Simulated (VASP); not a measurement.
Set up this calculation in VASP 6.6.1, as the native input.

| Item | Value |
| --- | --- |
| Task | single point |
| Functional | PBE |
| Potentials or basis | VASP PAW PBE potentials, release 64 (Cu, Sn_d, S) |
| Cutoff | 520 eV |
| k mesh | 2 × 2 × 3 |
| Occupations | gaussian, width 0.01 eV |
| Spin | collinear spin, ferromagnetic start |
| Starting moments | [0.02, 0.0, 0.0, 0.0, 0.01, 0.01, 0.02, 0.01, 0.01, 0.02, 0.01, 0.01] μB |
| Hubbard terms | Cu d U = 4.0 eV |
| Dipole correction | no |
| Further INCAR settings | ALGO = Normal; EDIFF = 1e-06; NBANDS = 66 |

The structure of CuSn3S8 (a cell with a defect) lies in POSCAR:

```
CuSn3S8
1.0
    7.2133966900      0.0000000000      0.0000000000
   -3.6066983400      6.2469847800      0.0000000000
    0.0000000000      0.0000000000      5.5440000000
Cu Sn S
1 3 8
Direct
    0.0000000000      0.0000000000      0.0000000000
    0.0000000000      0.5000000000      0.0000000000
    0.5000000000      0.0000000000      0.0000000000
    0.5000000000      0.5000000000      0.0000000000
    0.1666666700      0.3333333300      0.7369000000
    0.1666666700      0.8333333300      0.7369000000
    0.6666666700      0.3333333300      0.7369000000
    0.6666666700      0.8333333300      0.7369000000
    0.3333333300      0.1666666700      0.2631000000
    0.3333333300      0.6666666700      0.2631000000
    0.8333333300      0.1666666700      0.2631000000
    0.8333333300      0.6666666700      0.2631000000
```

These files were run (other wordings do the same):

INCAR

```
  PREC = Accurate
  ENCUT = 520
  EDIFF = 1E-6
  ISMEAR = 0
  SIGMA = 0.01
  LREAL = F
  LASPH = T
  NELM = 150
  ALGO = Normal
  ISIF = 2
  LWAVE = F
  LCHARG = T
  ISPIN = 2
  MAGMOM = 0.02 0 0 0 0.01 0.01 0.02 0.01 0.01 0.02 0.01 0.01
  LORBIT = 11
  LMAXMIX = 4
  LDAU = T
  LDAUTYPE = 2
  LDAUL = 2 -1 -1
  LDAUU = 4 0 0
  LDAUJ = 0 0 0
  LDAUPRINT = 1
  GGA = PE
  LELF = T
  LVHAR = T
  NBANDS = 66
```

KPOINTS

```
Automatic mesh
0
Gamma
  2 2 3
```

Potentials or basis: VASP PAW PBE potentials, release 64 (Cu, Sn_d, S).

Run with:

```sh
$ cat potpaw_PBE.64/Cu/POTCAR potpaw_PBE.64/Sn_d/POTCAR potpaw_PBE.64/S/POTCAR > POTCAR
$ mpirun -np 1 vasp_std > vasp.out
```

Results of the run:

- Pressure: 2.9 GPa
- Largest force: 0.654 eV/Å
- Net moment: 0.33 μB per cell
- Site moments: Cu +0.05; Sn +0.00; S +0.02, +0.03 μB
- Valence electrons inside the program's atomic spheres: Cu 9.82; Sn 12.27; S 3.66, 3.72

Caveat: the k points lie up to 0.50 Å⁻¹ apart.

Wall time 3 min on 1 thread of Intel(R) Xeon(R) Platinum 8375C CPU @ 2.90GHz (Ice Lake) (shared host), peak memory 0.48 GiB.
